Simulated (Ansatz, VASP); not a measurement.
# GaP: VASP beside Ansatz

```
CELL_PARAMETERS angstrom
1.92153 1.10940 5.87438
-1.92153 1.10940 5.87438
0.00000 -2.21879 5.87438
ATOMIC_POSITIONS crystal
Ga 0.43558 0.43558 0.43558
Ga 0.56442 0.56442 0.56442
P 0.05751 0.05751 0.05751
P 0.94249 0.94249 0.94249
```

Alike in both runs: task single point; functional PBE; k mesh 9 × 9 × 9; occupations gaussian, width 0.05 eV; no spin polarisation.

```csv
,VASP,Ansatz
version,VASP 6.6.1,Ansatz 0.2.0
potentials or method,"VASP PAW PBE potentials, release 64 (Ga_d, P), cutoff 520 eV","scalar-relativistic, plane waves, PAW"
valence electrons in the cell,36,36
```

```tsv
	VASP	Ansatz	Ansatz less VASP
gap on the k mesh at the Fermi level (eV)	0.68	0.69	+0.008
least direct gap on the mesh (eV)	0.68	0.69	+0.008
pressure (GPa)	12.2	12.4	+0.12
traceless stress, the component that is largest in VASP (GPa)	16.41	16.56	+0.156
rms of the force components (eV/Å)	0.979	1.008	+0.0287
```

Atom by atom the forces differ by 0.031 eV/Å (rms over components). With one functional, cell and mesh, what is left measures potentials, basis and numerics.
